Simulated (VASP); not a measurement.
Set up this calculation in VASP 6.6.1, as the native input.

* Task: relaxation of cell and atoms
* Functional: PBEsol
* Potentials or basis: VASP PAW PBE potentials, release 64 (Ba_sv, Te, H)
* Cutoff: 600 eV
* k mesh: 4 × 4 × 4
* Occupations: fermi-dirac, width 0.03 eV
* Spin: no spin polarisation
* Dipole correction: no
* Further INCAR settings: ALGO = Normal; EDIFF = 1e-06; IBRION = 2; EDIFFG = -0.01; NSW = 100; ISIF = 3

The structure of BaTeH6 lies in POSCAR:

```
BaTeH6
1.0
    3.8685630200      2.2335159000      2.5101154000
   -3.8685630200      2.2335159000      2.5101154000
    0.0000000000     -4.4670318000      2.5101154000
Ba Te H
1 1 6
Direct
    0.0000000000      0.0000000000      0.0000000000
    0.5000000000      0.5000000000      0.5000000000
    0.5829775400      0.2642506400      0.2194230800
    0.2642506400      0.2194230800      0.5829775400
    0.7805769200      0.4170224600      0.7357493600
    0.7357493600      0.7805769200      0.4170224600
    0.4170224600      0.7357493600      0.7805769200
    0.2194230800      0.5829775400      0.2642506400
```

The input as run:

INCAR

```
SYSTEM = BaTeH6
  PREC = Accurate
  ENCUT = 600
  EDIFF = 1E-6
  ISMEAR = -1
  SIGMA = 0.03
  LREAL = .False.
  LASPH = .True.
  NELM = 60
  ALGO = Normal
  ISIF = 3
  LWAVE = .False.
  LCHARG = .False.
  GGA = PS
  IBRION = 2
  NSW = 100
  EDIFFG = -0.01
```

KPOINTS

```
regular mesh
0
Gamma
  4 4 4
  0 0 0
```

Potentials or basis: VASP PAW PBE potentials, release 64 (Ba_sv, Te, H).

Run with:

```sh
$ cat potpaw_PBE.64/Ba_sv/POTCAR potpaw_PBE.64/Te/POTCAR potpaw_PBE.64/H/POTCAR > POTCAR
$ mpirun -np 1 vasp_std > vasp.out
```

It gave:

```
Relaxed volume                         : 13.17 Å³/atom
Relaxed cell                           : a = 4.737 Å, b = 4.737 Å, c = 4.737 Å, α = 94.17°, β = 94.17°, γ = 94.17°
Space group after relaxing (to 0.05 Å) : R-3 (No. 148)
Energy gained by relaxing              : 70.3 meV/atom
Ionic steps                            : 21
Pressure after relaxing                : 0.0 GPa
Largest force after relaxing           : 0.010 eV/Å
Band gap on the k mesh                 : 0.12 eV, direct
```

Caveat: the volume moved by over 15 % at a fixed basis, so the end points are rough; the PAW data sets were made with another functional, which shifts forces and pressure a little; spin-orbit coupling is left out, which moves the levels of the heavy elements.

It took 5.1 min on 1 thread of Intel(R) Xeon(R) 6975P-C (Granite Rapids), with other jobs on the host, peak memory 0.3 GiB.
